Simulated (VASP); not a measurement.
Set up this calculation in VASP 6.6.1, as the native input.

| Property | Result |
| --- | --- |
| Task | single point |
| Functional | PBEsol |
| Potentials or basis | VASP PAW PBE potentials, release 64 (Ti_sv, Al) |
| Cutoff | 520 eV |
| k mesh | 7 × 7 × 7 |
| Occupations | fermi-dirac, width 0.05 eV |
| Spin | no spin polarisation |
| Dipole correction | no |
| Further INCAR settings | ALGO = Normal; EDIFF = 1e-06; NBANDS = 18 |

The structure of TiAl3 lies in POSCAR:

```
TiAl3
1.0
    3.9556712500      0.0000000000      0.0000000000
    0.0000000000      3.9556712500      0.0000000000
    0.0000000000      0.0000000000      3.9556712500
Ti Al
1 3
Direct
    0.0000000000      0.0000000000      0.0000000000
    0.0000000000      0.5000000000      0.5000000000
    0.5000000000      0.0000000000      0.5000000000
    0.5000000000      0.5000000000      0.0000000000
```

These files were run (other wordings do the same):

INCAR

```
  PREC = Accurate
  ENCUT = 520
  EDIFF = 1E-6
  ISMEAR = -1
  SIGMA = 0.05
  LREAL = False
  LASPH = True
  NELM = 80
  ALGO = Normal
  ISIF = 2
  LWAVE = False
  LCHARG = True
  GGA = PS
  LELF = True
  LVHAR = True
  NBANDS = 18
```

KPOINTS

```
Automatic mesh
0
Gamma
  7 7 7
```

Potentials or basis: VASP PAW PBE potentials, release 64 (Ti_sv, Al).

Launch:

```bash
$ cat potpaw_PBE.64/Ti_sv/POTCAR potpaw_PBE.64/Al/POTCAR > POTCAR
$ mpirun -np 1 vasp_std > vasp.out
```

It gave:

```
Pressure : -0.7 GPa
```

Caveat: the PAW data sets were made with another functional, which shifts forces and pressure a little.

Wall time 25 s on 1 thread of Intel(R) Xeon(R) Platinum 8488C (Sapphire Rapids), on a shared host, peak memory 0.17 GiB.
